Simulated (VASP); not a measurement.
Wanted: the native input for a VASP 6.6.1 run.

```yaml
Task: single point
Functional: PBE
Potentials_or_basis: VASP PAW PBE potentials, release 64 (Sr_sv)
Cutoff: 520 eV
k_mesh: 12 × 12 × 12
Occupations: gaussian, width 0.1 eV
Spin: no spin polarisation
Dipole_correction: no
Further_INCAR_settings: ALGO = Normal; EDIFF = 1e-06; NBANDS = 11
```

The structure of Sr lies in POSCAR:

```
Sr
1.0
   -2.4034417500      2.4034417500      2.4034417500
    2.4034417500     -2.4034417500      2.4034417500
    2.4034417500      2.4034417500     -2.4034417500
Sr
1
Direct
    0.0000000000      0.0000000000      0.0000000000
```

This cell differs from its parent crystal: strained.

The input as run:

INCAR

```
SYSTEM = Sr
PREC = Accurate ; ENCUT = 520
EDIFF = 1E-6 ; ISMEAR = 0
SIGMA = 0.1 ; LREAL = .FALSE.
LASPH = .TRUE. ; NELM = 80
ALGO = Normal ; ISIF = 2
LWAVE = .FALSE. ; LCHARG = .TRUE.
GGA = PE ; LELF = .TRUE.
LVHAR = .TRUE. ; NBANDS = 11
```

KPOINTS

```
Automatic mesh
0
G
  12 12 12
  0 0 0
```

Potentials or basis: VASP PAW PBE potentials, release 64 (Sr_sv).

Run with:

```console
$ cat potpaw_PBE.64/Sr_sv/POTCAR > POTCAR
$ mpirun -np 1 vasp_std > vasp.out
```

It gave:

```yaml
Pressure: -0.3 GPa
Band_gap_on_the_k_mesh: zero (band 5 reaches 1.89 eV, above the bottom of band 6 at 1.43 eV)
```

Caveat: the cell differs from its parent crystal (strained).

It took 19 s on 1 thread of Intel(R) Xeon(R) Platinum 8375C CPU @ 2.90GHz (Ice Lake), on a shared host, peak memory 0.2 GiB.
